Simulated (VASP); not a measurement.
Set up this calculation in VASP 6.6.1, as the native input.

```yaml
Task: single point
Functional: PBE
Potentials_or_basis: VASP PAW PBE potentials, release 64 (Cs_sv, Dy_3, Pt), 4f in core
Cutoff: 500 eV
k_mesh: 4 × 4 × 4
Occupations: gaussian, width 0.1 eV
Spin: no spin polarisation
Dipole_correction: no
Further_INCAR_settings: ALGO = Normal; EDIFF = 1e-06; NBANDS = 21
```

The structure of CsDyPt lies in POSCAR:

```
CsDyPt
1.0
    4.1758397700      0.0000000000      0.0000000000
    0.0000000000      4.1758397700      0.0000000000
    0.0000000000      0.0000000000      6.1873442500
Cs Dy Pt
1 1 1
Direct
    0.0000000000      0.0000000000      0.0000000000
    0.5000000000      0.5000000000      0.5000000000
    0.5000000000      0.5000000000      0.0000000000
```

The cell was generated, and may not be a known phase.

These files were run (other wordings do the same):

INCAR

```
SYSTEM = CsDyPt
ALGO = Normal ; EDIFF = 1E-6
ENCUT = 500 ; GGA = PE
GGA_COMPAT = .FALSE. ; ISIF = 2
ISMEAR = 0 ; LASPH = .TRUE.
LCHARG = .TRUE. ; LELF = .TRUE.
LMAXMIX = 6 ; LREAL = .FALSE.
LVHAR = .TRUE. ; LWAVE = .FALSE.
NBANDS = 21 ; NELM = 200
PREC = Accurate ; SIGMA = 0.1
```

KPOINTS

```
k-points
0
G
  4 4 4
  0 0 0
```

Potentials or basis: VASP PAW PBE potentials, release 64 (Cs_sv, Dy_3, Pt), 4f in core.

The run is started by

```sh
$ cat potpaw_PBE.64/Cs_sv/POTCAR potpaw_PBE.64/Dy_3/POTCAR potpaw_PBE.64/Pt/POTCAR > POTCAR
$ mpirun -np 1 vasp_std > vasp.out
```

Results of the run:

| Quantity | Value |
| --- | --- |
| Pressure | 1.6 GPa |
| Band gap on the k mesh | zero (bands 14 and 15 overlap by 0.01 eV) |

Caveat: the k points lie up to 0.38 Å⁻¹ apart; spin-orbit coupling is left out, which moves the levels of the heavy elements; the 4f electrons are frozen in the core, so they carry no moment and show no levels.

It took 28 s on 1 thread of Intel(R) Xeon(R) Platinum 8488C (Sapphire Rapids), with other jobs on the host, peak memory 0.22 GiB.
